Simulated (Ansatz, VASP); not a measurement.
## HfO2 in VASP and in Ansatz

Contents of POSCAR:

```
HfO2
1.0
    4.8135330000      0.0000000000      0.0000000000
    0.0000000000      4.8135330000      0.0000000000
    0.0000000000      0.0000000000      3.2054150000
Hf O
2 4
Direct
    0.0000000000      0.0000000000      0.0000000000
    0.5000000000      0.5000000000      0.5000000000
    0.1949550000      0.8050450000      0.5000000000
    0.3050450000      0.3050450000      0.0000000000
    0.6949550000      0.6949550000      0.0000000000
    0.8050450000      0.1949550000      0.5000000000
```

Contents of INCAR.step1:

```
SYSTEM = HfO2
ALGO = Normal
EDIFF = 1E-4
ENCUT = 520
GGA = PE
ISMEAR = 0
LASPH = .TRUE.
LCHARG = .FALSE.
LREAL = .FALSE.
LWAVE = .TRUE.
NBANDS = 31
NELM = 100
PREC = Accurate
SIGMA = 0.01
```

The input INCAR.step2:

```
SYSTEM = HfO2
ALGO = Normal
EDIFF = 1E-6
ENCUT = 520
ISIF = 2
ISMEAR = 0
ISTART = 1
LASPH = .TRUE.
LCHARG = .TRUE.
LELF = .TRUE.
LMIXTAU = .TRUE.
LREAL = .FALSE.
LVHAR = .TRUE.
LWAVE = .FALSE.
METAGGA = R2SCAN
NBANDS = 31
NELM = 100
PREC = Accurate
SIGMA = 0.01
```

KPOINTS

```
k-points
0
G
  4 4 4
  0 0 0
```

Input for Ansatz:

```yaml
crystal:
  lattice:
    - [4.813533, 0.0, 0.0]
    - [0.0, 4.813533, 0.0]
    - [0.0, 0.0, 3.205415]
  atoms:
    - { symbol: Hf, position: [0.0, 0.0, 0.0] }
    - { symbol: Hf, position: [0.5, 0.5, 0.49999999999999994] }
    - { symbol: O, position: [0.194955, 0.805045, 0.49999999999999994] }
    - { symbol: O, position: [0.305045, 0.305045, 0.0] }
    - { symbol: O, position: [0.694955, 0.694955, 0.0] }
    - { symbol: O, position: [0.805045, 0.194955, 0.49999999999999994] }
kpoints:
  mp_grid:
    grid: [4, 4, 4]
hamiltonian:
  xc: r2scan
  pseudopotentials:
    kind: paw
scf:
  occupations:
    method: fixed
output:
  forces: true
  stress: true
```

Alike in both runs: task single point; functional r2SCAN; k mesh 4 × 4 × 4; no spin polarisation.

```csv
,VASP,Ansatz
version,VASP 6.6.1,Ansatz 0.2.0
potentials or method,"VASP PAW PBE potentials, release 64 (Hf_pv, O)","plane waves, PAW"
plane-wave cutoff (eV),520,500
occupations,"gaussian, width 0.01 eV",fixed
valence electrons in the cell,44,76
```

```tsv
	VASP	Ansatz	Ansatz less VASP
pressure (GPa)	0.3	3.6	+3.26
traceless stress, the component that is largest in VASP (GPa)	0.07	0.63	+0.561
rms of the force components (eV/Å)	0.004	0.021	+0.0168
```

VASP's potentials were made for PBE, not for r2SCAN. Atom by atom the forces differ by 0.025 eV/Å (rms over components). VASP's potentials hold 44 valence electrons a cell and Ansatz's 76, so a difference there can come from the potentials and not from the codes.

The k mesh is coarse, so the values compare programs but aren't converged. Spin-orbit coupling is off throughout.
